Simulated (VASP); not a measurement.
Crystal: Ca.

```xyz
2
Lattice="1.9103 -3.3118 0.0000 1.9103 3.3118 0.0000 0.0000 0.0000 6.2630" Properties=species:S:1:pos:R:3 pbc="T T T"
Ca    1.9103   -2.2092    1.5658
Ca    1.9103    2.2092    4.6973
```

This cell differs from its parent crystal: volume scaled by 0.970, then relaxed in part.

Base run:

```yaml
Program: VASP 6.6.1
Functional: PBEsol
Potentials_or_basis: VASP PAW PBE potentials, release 64 (Ca_sv)
Cutoff: 520 eV
k_mesh: 8 × 8 × 6
Occupations: fermi-dirac, width 0.08 eV
Spin: no spin polarisation
```

Its results: band gap on the k mesh zero (band 10 reaches 2.43 eV, above the bottom of band 11 at 2.02 eV); pressure 0.6 GPa.

Question: The run is repeated on the same cell with these changes: dispersion from none to D3(BJ). What comes out?

Answer: Band gap on the k mesh zero (band 10 reaches 2.43 eV, above the bottom of band 11 at 2.02 eV); pressure -0.5 GPa.

Dispersion adds attraction, which lowers the pressure at fixed volume and, as a term added to the energy, leaves the levels alone.

Caveats: the PAW data sets were made with another functional, which shifts forces and pressure a little; pairwise dispersion overbinds metals, which lowers pressure and volume (some runs).
